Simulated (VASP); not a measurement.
Write the native input for VASP 6.6.1 that does the following.

- Task: relaxation of cell and atoms
- Functional: PBE
- Potentials or basis: VASP PAW PBE potentials, release 64 (Sb)
- Cutoff: 500 eV
- k mesh: 12 × 12 × 12
- Occupations: gaussian, width 0.1 eV
- Spin: no spin polarisation
- Dipole correction: no
- Further INCAR settings: ALGO = Normal; EDIFF = 1e-07; IBRION = 2; EDIFFG = -0.02; NSW = 90; ISIF = 3

The structure of Sb lies in POSCAR:

```
Sb
1.0
    3.1600000000      0.0000000000      0.0000000000
    0.0000000000      3.1600000000      0.0000000000
    0.0000000000      0.0000000000      3.1600000000
Sb
1
Direct
    0.0000000000      0.0000000000      0.0000000000
```

The input as run:

INCAR

```
PREC = Accurate
ENCUT = 500
EDIFF = 1E-7
ISMEAR = 0
SIGMA = 0.1
LREAL = False
LASPH = True
NELM = 120
ALGO = Normal
ISIF = 3
LWAVE = False
LCHARG = False
GGA = PE
IBRION = 2
NSW = 90
EDIFFG = -0.02
GGA_COMPAT = False
NELMIN = 4
```

KPOINTS

```
Automatic mesh
0
Gamma
  12 12 12
```

Potentials or basis: VASP PAW PBE potentials, release 64 (Sb).

Command:

```console
$ cat potpaw_PBE.64/Sb/POTCAR > POTCAR
$ mpirun -np 1 vasp_std > vasp.out
```

Results of the run:

```json
{"Relaxed volume": "30.09 Å³/atom", "Relaxed cell": "a = 3.110 Å, b = 3.110 Å, c = 3.110 Å, α = 90.00°, β = 90.00°, γ = 90.00°", "Space group after relaxing (to 0.05 Å)": "Pm-3m (No. 221)", "Energy gained by relaxing": "10.9 meV/atom", "Ionic steps": "3", "Pressure after relaxing": "0.0 GPa"}
```

Run time: 7.7 s on 1 thread of Intel(R) Xeon(R) 6975P-C (Granite Rapids), with other jobs on the host, peak memory 0.15 GiB.
